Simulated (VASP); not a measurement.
Write the native input for VASP 6.6.1 that does the following.

| Item | Value |
| --- | --- |
| Task | single point |
| Functional | PBEsol |
| Potentials or basis | VASP PAW PBE potentials, release 64 (Na_pv, Cl) |
| Cutoff | 520 eV |
| k mesh | 8 × 8 × 8 |
| Occupations | gaussian, width 0.05 eV |
| Spin | no spin polarisation |
| Dipole correction | no |
| Further INCAR settings | ALGO = Normal; EDIFF = 1e-06; NBANDS = 14 |

The structure of NaCl lies in POSCAR:

```
NaCl
1.0
    3.3520212627      0.0000000000      0.0000000000
    0.0000000000      3.3520212627      0.0000000000
    0.0000000000      0.0000000000      3.3520212627
Na Cl
1 1
Direct
    0.0000000000      0.0000000000      0.0000000000
    0.5000000000      0.5000000000      0.5000000000
```

This cell differs from its parent crystal: volume scaled by 0.920.

The input as run:

INCAR

```
PREC     = Accurate       # precision mode
ENCUT    = 520            # plane-wave cutoff, eV
EDIFF    = 1E-6           # SCF threshold, eV
ISMEAR   = 0              # smearing method
SIGMA    = 0.05           # smearing width, eV
LREAL    = F              # projectors in reciprocal space
LASPH    = T              # aspherical terms in the spheres
NELM     = 100            # most SCF steps
ALGO     = Normal         # electronic algorithm
ISIF     = 2              # what is computed and relaxed
LWAVE    = F              # write WAVECAR
LCHARG   = F              # write CHGCAR
GGA      = PS             # functional
NBANDS   = 14             # bands
```

KPOINTS

```
Automatic mesh
0
Gamma
  8 8 8
```

Potentials or basis: VASP PAW PBE potentials, release 64 (Na_pv, Cl).

Run with:

```bash
$ cat potpaw_PBE.64/Na_pv/POTCAR potpaw_PBE.64/Cl/POTCAR > POTCAR
$ mpirun -np 1 vasp_std > vasp.out
```

Results of the run:

The pressure is 2.9 GPa. The band gap on the k mesh is 4.30 eV, indirect (least direct gap 4.92 eV).

Caveat: the PAW data sets were made with another functional, which shifts forces and pressure a little.

Run time: 9.5 s on 1 thread of Intel(R) Xeon(R) 6975P-C (Granite Rapids), on a shared host, peak memory 0.15 GiB.
